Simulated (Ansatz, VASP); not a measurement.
**SiW4 in VASP and in Ansatz**

```
CELL_PARAMETERS angstrom
6.11575 0.00000 0.00000
0.00000 6.11575 0.00000
0.00000 0.00000 2.64532
ATOMIC_POSITIONS crystal
Si 0.00000 0.00000 0.00000
W 0.20399 0.50000 0.50000
W 0.79601 0.50000 0.50000
W 0.50000 0.20399 0.50000
W 0.50000 0.79601 0.50000
```

Alike in both runs: functional PBE; k mesh 6 × 6 × 14; occupations gaussian, width 0.1 eV; no spin polarisation.

Ansatz relaxed the structure, and its values are those at the end. VASP's run is a single point on that final structure, the one shown.

|  | VASP | Ansatz |
| --- | --- | --- |
| version | VASP 6.6.1 | Ansatz 0.2.0 |
| potentials or method | VASP PAW PBE potentials, release 64 (Si, W_sv), cutoff 520 eV | scalar-relativistic, plane waves, PAW |
| valence electrons in the cell | 60 | 60 |

```tsv
	VASP	Ansatz	Ansatz less VASP
gap on the k mesh at the Fermi level (eV)	none	none	-
pressure (GPa)	0.5	0.0	-0.51
rms of the force components (eV/Å)	0.006	0.003	-0.0036
```

A gap of «none» marks a metal or a gap that the smearing closes.

Neither program's run includes spin-orbit coupling.
